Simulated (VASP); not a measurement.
Input of a VASP 6.6.1 run:

The input INCAR:

```
PREC     = Accurate       # precision mode
ENCUT    = 700            # plane-wave cutoff, eV
EDIFF    = 1E-6           # SCF threshold, eV
ISMEAR   = -1             # smearing method
SIGMA    = 0.05           # smearing width, eV
LREAL    = F              # projectors in reciprocal space
LASPH    = T              # aspherical terms in the spheres
NELM     = 120            # most SCF steps
ALGO     = Normal         # electronic algorithm
ISIF     = 2              # what is computed and relaxed
LWAVE    = F              # write WAVECAR
LCHARG   = F              # write CHGCAR
GGA      = RE             # functional
IVDW     = 12             # dispersion correction
NBANDS   = 33             # bands
GGA_COMPAT= F
```

Contents of KPOINTS:

```
Automatic mesh
0
Gamma
  10 10 5
```

File POSCAR:

```
CuO
1.0
    2.0522070999     -2.0436168346      0.1582398579
    2.0522070999      2.0436168346      0.1582398579
   -0.4031324748      0.0000000000      5.1524302789
Cu O
2 2
Direct
    0.5000000000      0.0000000000      0.5000000000
    0.0000000000      0.5000000000      0.0000000000
    0.4996618142      0.5003381858      0.7500000000
    0.5003381858      0.4996618142      0.2500000000
```

Potentials or basis: VASP PAW PBE potentials, release 64 (Cu_sv_GW, O).

The run is started by

```console
$ cat potpaw_PBE.64/Cu_sv_GW/POTCAR potpaw_PBE.64/O/POTCAR > POTCAR
$ mpirun -np 1 vasp_std > vasp.out
```

(1) What does it give for the dispersion energy per atom?

(2) What does it give for the band gap on the k mesh?

(3) Predict the pressure.

Results:

(1) -0.520 eV.

(2) zero (band 25 reaches 5.94 eV, above the bottom of band 26 at 5.03 eV).

(3) -2.8 GPa.

Caveat: the PAW data sets were made with another functional, which shifts forces and pressure a little; semilocal functionals often make such compounds metallic where correlation or magnetic order opens a gap, which also shifts bond lengths; pairwise dispersion overbinds metals, which lowers pressure and volume.
